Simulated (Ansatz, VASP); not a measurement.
## WSe2 in VASP and in Ansatz

```xyz
6
Lattice="3.2712 0.0000 0.0000 -1.6356 2.8329 0.0000 0.0000 0.0000 13.2207" Properties=species:S:1:pos:R:3 pbc="T T T"
W    -0.4810    1.8840    3.0747
W     1.1546    0.9397    9.6851
Se    0.2405    1.8909    8.3568
Se    1.8761    0.9466    1.7465
Se    0.2405    1.8909   11.7046
Se    1.8761    0.9466    5.0943
```

Change from the starting cell: all Se atoms moved 0.8 Å in one direction.

Alike in both runs: task single point; functional PBEsol; k mesh 12 × 12 × 2; occupations gaussian, width 0.05 eV; no spin polarisation.

|  | VASP | Ansatz |
| --- | --- | --- |
| version | VASP 6.6.1 | Ansatz 0.2.0 |
| potentials or method | VASP PAW PBE potentials, release 64 (W_sv, Se), cutoff 520 eV | scalar-relativistic, plane waves, PAW |
| valence electrons in the cell | 52 | 92 |

|  | VASP | Ansatz | Ansatz less VASP |
| --- | --- | --- | --- |
| gap on the k mesh at the Fermi level (eV) | none | none | - |
| rms of the force components (eV/Å) | 11.377 | 11.261 | -0.1155 |

VASP's potentials were made for PBE, not for PBEsol. Atom by atom the forces differ by 0.118 eV/Å (rms over components). A gap of «none» marks a metal or a gap that the smearing closes. With one functional, cell and mesh, what is left measures potentials, basis and numerics. VASP's potentials hold 52 valence electrons a cell and Ansatz's 92, so a difference there can come from the potentials and not from the codes.

Spin-orbit coupling is off throughout.
